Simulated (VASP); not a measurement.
# MnS in VASP: single point with r2SCAN+U

Aim: the single point of MnS with r2SCAN+U.

All numbers are computed with VASP 6.6.1; they aren't measurements. Logs are shortened: lines on timing, memory, paths and dates and some standing lists are left out, and cuts for length are marked.

## (1) The cell of the first run

The typed cell holds 4 atoms: a = 3.954 Å, b = 3.954 Å, c = 6.343 Å, α = 90.00°, β = 90.00°, γ = 120.00°.

## (2) Single point, r2SCAN+U, collinear spin, antiferromagnetic start

POSCAR

```
MnS
1.0
    3.9535775800      0.0000000000      0.0000000000
   -1.9767887900      3.4238986200      0.0000000000
    0.0000000000      0.0000000000      6.3425299100
Mn S
2 2
Direct
    0.3333333300      0.6666666700      0.9988446700
    0.6666666700      0.3333333300      0.4988614400
    0.6666666700      0.3333333300      0.1261543000
    0.3333333300      0.6666666700      0.6261406000
```

INCAR.step1

```
SYSTEM = MnS
ALGO = Normal ; EDIFF = 1E-4
ENCUT = 520 ; GGA = PE
ISMEAR = 0 ; ISPIN = 2
LASPH = .TRUE. ; LCHARG = .FALSE.
LDAU = .TRUE. ; LDAUJ = 0 0
LDAUL = 2 -1 ; LDAUTYPE = 2
LDAUU = 2 0 ; LMAXMIX = 4
LREAL = .FALSE. ; LWAVE = .TRUE.
MAGMOM = 5 -5 0 0 ; NBANDS = 31
NELM = 150 ; PREC = Accurate
SIGMA = 0.05
```

INCAR.step2

```
SYSTEM = MnS
ALGO = Normal ; EDIFF = 1E-7
ENCUT = 520 ; ISIF = 2
ISMEAR = 0 ; ISPIN = 2
ISTART = 1 ; LASPH = .TRUE.
LCHARG = .FALSE. ; LDAU = .TRUE.
LDAUJ = 0 0 ; LDAUL = 2 -1
LDAUPRINT = 1 ; LDAUTYPE = 2
LDAUU = 2 0 ; LMAXMIX = 4
LMIXTAU = .TRUE. ; LORBIT = 11
LREAL = .FALSE. ; LWAVE = .FALSE.
MAGMOM = 5 -5 0 0 ; METAGGA = R2SCAN
NBANDS = 31 ; NELM = 150
PREC = Accurate ; SIGMA = 0.05
```

KPOINTS

```
k-points
0
G
  6 6 3
  0 0 0
```

Potentials or basis: VASP PAW PBE potentials, release 64 (Mn_pv, S).

On the command line:

```console
$ cat potpaw_PBE.64/Mn_pv/POTCAR potpaw_PBE.64/S/POTCAR > POTCAR
$ cp INCAR.step1 INCAR
$ mpirun -np 1 vasp_std > vasp.out
$ cp INCAR.step2 INCAR
$ mpirun -np 1 vasp_std > vasp.out
```

OUTCAR:

```text
SYSTEM = MnS
   EDIFF = 1E-7
   ENCUT = 520
   ISIF = 2
   ISMEAR = 0
   ISPIN = 2
   ISTART = 1
   LASPH = .TRUE.
   LORBIT = 11
   LREAL = .FALSE.
   METAGGA = R2SCAN
   NELM = 150
   PREC = Accurate

 ion  position               nearest neighbor table
   1  0.333  0.667  0.999-   4 2.36   3 2.42   3 2.42   3 2.42
   2  0.667  0.333  0.499-   3 2.36   4 2.42   4 2.42   4 2.42
   3  0.667  0.333  0.126-   2 2.36   1 2.42   1 2.42   1 2.42
   4  0.333  0.667  0.626-   1 2.36   2 2.42   2 2.42   2 2.42

  LATTYP: Found a hexagonal cell.
 ALAT       =     3.9535775800
 C/A-ratio  =     1.6042507784

  Lattice vectors:

 A1 = (   3.9535775800,   0.0000000000,   0.0000000000)
 A2 = (  -1.9767887900,   3.4238986200,   0.0000000000)
 A3 = (   0.0000000000,   0.0000000000,   6.3425299100)

Analysis of symmetry for initial positions (statically):
=====================================================================
 Subroutine PRICEL returns:
 Original cell was already a primitive cell.

 Routine SETGRP: Setting up the symmetry group for a
 hexagonal supercell.

 Subroutine GETGRP returns: Found  6 space group operations
 (whereof  6 operations were pure point group operations)
 out of a pool of 24 trial point group operations.

The static configuration has the point symmetry C_3v.

Analysis of symmetry for dynamics (positions and initial velocities):
=====================================================================
 Subroutine PRICEL returns:
 Original cell was already a primitive cell.

 Routine SETGRP: Setting up the symmetry group for a
 hexagonal supercell.

 Subroutine GETGRP returns: Found  6 space group operations
 (whereof  6 operations were pure point group operations)
 out of a pool of 24 trial point group operations.

The dynamic configuration has the point symmetry C_3v.

Analysis of structural, dynamic, and magnetic symmetry:
=====================================================================
 Subroutine PRICEL returns:
 Original cell was already a primitive cell.

 Routine SETGRP: Setting up the symmetry group for a
 hexagonal supercell.

 Subroutine GETGRP returns: Found  6 space group operations
 (whereof  6 operations were pure point group operations)
[... 203 lines left out ...]
  o =  0.9297  v =  0.0000  0.0000  0.0000  0.0000  0.0000  0.0000  0.0000  1.0000  0.0000  0.0000      0.0000  0.0000  0.0000  0.0000  0.0000  0.0000  0.0000  0.0000  0.0000  0.0000
  o =  0.9331  v =  0.0000  0.0000  0.0000  0.0000  0.0000  0.0000 -0.4264  0.0000  0.0000 -0.9045      0.0000  0.0000  0.0000  0.0000  0.0000  0.0000  0.0000  0.0000  0.0000  0.0000
  o =  0.9331  v =  0.0000  0.0000  0.0000  0.0000  0.0000 -0.9045 -0.0000  0.0000 -0.4264 -0.0000      0.0000  0.0000  0.0000  0.0000  0.0000  0.0000  0.0000  0.0000  0.0000  0.0000

 number of electron      37.9999986 magnetization      -0.0000000

 Free energy of the ion-electron system (eV)
  ---------------------------------------------------
  ext. energy  EPLUGINS =         0.00000000
  ---------------------------------------------------
  free energy    TOTEN  =       -48.78047841 eV

  energy without entropy =      -48.78047841  energy(sigma->0) =      -48.78047841

 E-fermi :   4.1236     XC(G=0):  -9.9660

 val. band max:        3.7206105011   @ k =   0.0000   0.0000   0.0000
 cond. band min:       6.2868574177   @ k =   0.3333   0.3333   0.3333
 fundamental gap:      2.5662469167
 Fermi energy:         4.1236194632

 spin component 1

 k-point     1 :       0.0000    0.0000    0.0000
  band No.  band energies     occupation
      1     -48.4783      1.00000
      2     -48.4782      1.00000
      3     -48.4588      1.00000
      4     -42.2652      1.00000
      5     -42.2544      1.00000
      6     -42.2543      1.00000
[... 567 lines left out ...]
     30      12.7580      0.00000
     31      13.8543      0.00000
 Fermi energy:         4.1236194632

 spin component 2

 k-point     1 :       0.0000    0.0000    0.0000
  band No.  band energies     occupation
      1     -48.4783      1.00000
      2     -48.4782      1.00000
      3     -48.4588      1.00000
      4     -42.2652      1.00000
      5     -42.2544      1.00000
      6     -42.2543      1.00000
[... 567 lines left out ...]
     30      12.7580      0.00000
     31      13.8540      0.00000

------------------------ aborting loop because EDIFF is reached ----------------------------------------

  FORCE on cell =-STRESS in cart. coord.  units (eV):
  Direction    XX          YY          ZZ          XY          YZ          ZX
  --------------------------------------------------------------------------------------
  -------------------------------------------------------------------------------------
  Total        1.7471200      1.7471200      2.3721828      0.0000000     -0.0000000      0.0000000
  in kB       32.6031556     32.6031556     44.2675060      0.0000000     -0.0000000      0.0000000
  external PRESSURE =      36.4912724 kB  Pullay stress =       0.0000000 kB

 VOLUME and BASIS-vectors are now :
 -----------------------------------------------------------------------------
  energy-cutoff  :      520.00
  volume of cell :       85.86
      direct lattice vectors                 reciprocal lattice vectors
     3.953577580  0.000000000  0.000000000     0.252935469  0.146032361  0.000000000
    -1.976788790  3.423898620  0.000000000     0.000000000  0.292064722  0.000000000
     0.000000000  0.000000000  6.342529910     0.000000000  0.000000000  0.157665792

 POSITION                                       TOTAL-FORCE (eV/Angst)
 -----------------------------------------------------------------------------------
     -0.00000      2.28260      6.33520         0.000000     -0.000000      0.148385
      1.97679      1.14130      3.16404        -0.000000      0.000000      0.147658
      1.97679      1.14130      0.80014         0.000000     -0.000000     -0.148319
     -0.00000      2.28260      3.97132         0.000000     -0.000000     -0.147725
 -----------------------------------------------------------------------------------
    total drift:                                0.000000      0.000001     -0.027898

  FREE ENERGIE OF THE ION-ELECTRON SYSTEM (eV)
  ---------------------------------------------------
  free  energy   TOTEN  =       -48.7804784064 eV

  energy  without entropy=      -48.7804784064  energy(sigma->0) =      -48.78047841

 total charge

# of ion       s       p       d       tot
------------------------------------------
    1        0.276   6.216   4.896  11.388
    2        0.276   6.216   4.896  11.388
    3        1.301   2.519   0.000   3.820
    4        1.301   2.519   0.000   3.820
--------------------------------------------------
tot          3.153  17.470   9.792  30.415

 magnetization (x)

# of ion       s       p       d       tot
------------------------------------------
    1        0.034   0.050   4.385   4.468
    2       -0.034  -0.050  -4.385  -4.468
    3        0.005   0.015   0.000   0.020
    4       -0.005  -0.015   0.000  -0.020
--------------------------------------------------
tot         -0.000  -0.000   0.000   0.000
```

OSZICAR.step1:

```text
N       E                     dE             d eps       ncg     rms          rms(c)
DAV:   1     0.383309225973E+03    0.38331E+03   -0.20860E+04  2188   0.128E+03
DAV:   2    -0.100047723573E+01   -0.38431E+03   -0.36692E+03  2192   0.371E+02
DAV:   3    -0.278141253987E+02   -0.26814E+02   -0.26486E+02  2537   0.105E+02
DAV:   4    -0.283880109609E+02   -0.57389E+00   -0.57316E+00  2360   0.159E+01
DAV:   5    -0.283987107397E+02   -0.10700E-01   -0.10699E-01  2580   0.240E+00    0.154E+01
DAV:   6    -0.265537635914E+02    0.18449E+01   -0.11082E+01  2236   0.347E+01    0.141E+01
DAV:   7    -0.271262401940E+02   -0.57248E+00   -0.22358E+00  2171   0.105E+01    0.898E+00
DAV:   8    -0.271399969974E+02   -0.13757E-01   -0.16062E-01  2514   0.382E+00    0.474E+00
DAV:   9    -0.271335997384E+02    0.63973E-02   -0.35068E-02  2241   0.141E+00    0.586E-01
DAV:  10    -0.271385164965E+02   -0.49168E-02   -0.40071E-03  2455   0.819E-01    0.295E-01
DAV:  11    -0.271390631001E+02   -0.54660E-03   -0.88031E-04  2193   0.202E-01    0.192E-01
DAV:  12    -0.271393382751E+02   -0.27517E-03   -0.38041E-04  2232   0.115E-01    0.104E-01
DAV:  13    -0.271394049083E+02   -0.66633E-04   -0.50994E-05  1743   0.461E-02
   1 F= -.27139405E+02 E0= -.27139405E+02  d E =-.204948E-22  mag=    -0.0000
```

It took 8 min on 1 thread of Intel Xeon 8259CL, shared host; peak memory 0.28 GiB.

Results:

```
Free energy                                           : -48.7805 eV
Pressure                                              : 3.6 GPa
Largest force                                         : 0.148 eV/Å
Band gap on the k mesh                                : 2.57 eV (least direct gap 2.79 eV)
Net moment                                            : 0.00 μB per cell
Site moments                                          : Mn +4.47, -4.47; S +0.02, -0.02 μB
Valence electrons inside the program's atomic spheres : Mn 11.39; S 3.82
```

Forces on the atoms (eV/Å):
```
Mn   0.000  0.000  0.148
Mn   0.000  0.000  0.148
S    0.000  0.000 -0.148
S    0.000  0.000 -0.148
```

Eigenvalues of the final occupation matrices:
| site | spin | trace | eigenvalues |
| --- | --- | --- | --- |
| site 1 d | 1 | 4.65 | 0.93 0.93 0.93 0.93 0.93 |
| site 1 d | 2 | 0.26 | 0.02 0.02 0.07 0.07 0.08 |
| site 2 d | 1 | 0.26 | 0.02 0.02 0.07 0.07 0.08 |
| site 2 d | 2 | 4.65 | 0.93 0.93 0.93 0.93 0.93 |

Caveat: the cell stands under pressure; the PAW data sets were made with another functional, which shifts forces and pressure a little; an odd mesh through Γ misses points on the zone boundary, where band edges can lie.
